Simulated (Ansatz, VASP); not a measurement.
**Two plane-wave programs on Al**

The input INCAR:

```
PREC = Accurate
ENCUT = 520
EDIFF = 1E-6
ISMEAR = 0
SIGMA = 0.15
LREAL = F
LASPH = T
NELM = 60
ALGO = Fast
ISIF = 2
LWAVE = F
LCHARG = F
GGA = PS
NBANDS = 14
```

Contents of KPOINTS:

```
Automatic mesh
0
Gamma
  24 24 6
```

POSCAR

```
Al
1.0
    2.6690458949      0.0000000000      0.0000000000
   -1.3345229475      2.3114615489      0.0000000000
    0.0000000000      0.0000000000     10.5269742060
Al
4
Direct
    0.0000000000      0.0000000000      0.0000000000
    0.3333333333      0.6666666667      0.2500000000
    0.0000000000      0.0000000000      0.5000000000
    0.6666666667      0.3333333333      0.7500000000
```

Input for Ansatz:

```yaml
crystal:
  lattice:
    - [2.6690458949, 0.0, 0.0]
    - [-1.3345229475, 2.3114615489, 0.0]
    - [0.0, 0.0, 10.526974206]
  atoms:
    - { symbol: Al, position: [0.0, 0.0, 0.0] }
    - { symbol: Al, position: [0.3333333333, 0.6666666667, 0.25] }
    - { symbol: Al, position: [0.0, 0.0, 0.5] }
    - { symbol: Al, position: [0.6666666667, 0.3333333333, 0.75] }
basis:
  ecutwfc: 420
kpoints:
  mp_grid: { grid: [24, 24, 6] }
hamiltonian:
  xc: pbesol
scf:
  occupations: { method: gaussian, width: 0.15 }
output:
  forces: true
  stress: true
  eigenvalues: true
```

Alike in both runs: task single point; functional PBEsol; k mesh 24 × 24 × 6; occupations gaussian, width 0.15 eV; no spin polarisation.

|  | VASP | Ansatz |
| --- | --- | --- |
| version | VASP 6.6.1 | Ansatz 0.2.0 |
| potentials or method | VASP PAW PBE potentials, release 64 (Al), cutoff 520 eV | scalar-relativistic, plane waves, PAW |
| valence electrons in the cell | 12 | 12 |

|  | VASP | Ansatz | Ansatz less VASP |
| --- | --- | --- | --- |
| gap on the k mesh at the Fermi level (eV) | none | none | - |
| pressure (GPa) | 4.1 | 4.0 | -0.09 |
| traceless stress, the component that is largest in VASP (GPa) | -10.84 | -10.76 | +0.080 |

VASP's potentials were made for PBE, not for PBEsol. A gap of «none» marks a metal or a gap that the smearing closes.
